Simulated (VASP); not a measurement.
Runs of VASP 6.6.1 on Al. The structure is that of space group P6_3/mmc (No. 194), or close to it. The cells are those of the table. 

```csv
task,cell,k mesh,cutoff (eV),gap on the mesh (eV),pressure (GPa)
single point,"a = 2.935, b = 2.935, c = 4.721 Å, angles 90.0, 90.0, 120.0°, 2 atoms",14 × 14 × 8,520,none,(b)
single point,"a = 2.897, b = 2.897, c = 4.660 Å, angles 90.0, 90.0, 120.0°, 2 atoms",14 × 14 × 8,520,none,(a)
single point,"a = 2.897, b = 2.897, c = 4.660 Å, angles 90.0, 90.0, 120.0°, 2 atoms",13 × 13 × 7,520,none,-0.2
single point,"a = 2.972, b = 2.972, c = 4.781 Å, angles 90.0, 90.0, 120.0°, 2 atoms",14 × 14 × 8,520,none,-4.8
single point,"a = 3.008, b = 3.008, c = 4.839 Å, angles 90.0, 90.0, 120.0°, 2 atoms",14 × 14 × 8,520,none,-6.4
relaxation of cell and atoms,"relaxed from a = 2.863, b = 2.863, c = 4.676 Å, angles 90.0, 90.0, 120.0°, 2 atoms",13 × 13 × 7,600,none,0.0
single point,"a = 2.776, b = 2.776, c = 4.465 Å, angles 90.0, 90.0, 120.0°, 2 atoms",14 × 14 × 8,520,none,12.2
```

Alike in all rows: level RPBE; potentials or basis VASP PAW PBE potentials, release 64 (Al); no spin polarisation; smearing fermi-dirac 0.1 eV.

Q: Estimate the missing entries.

A: (a) -0.1; (b) -2.7.

Caveats: the PAW data sets were made with another functional, which shifts forces and pressure a little.

A gap of «none» marks levels without a gap at the run's occupations.
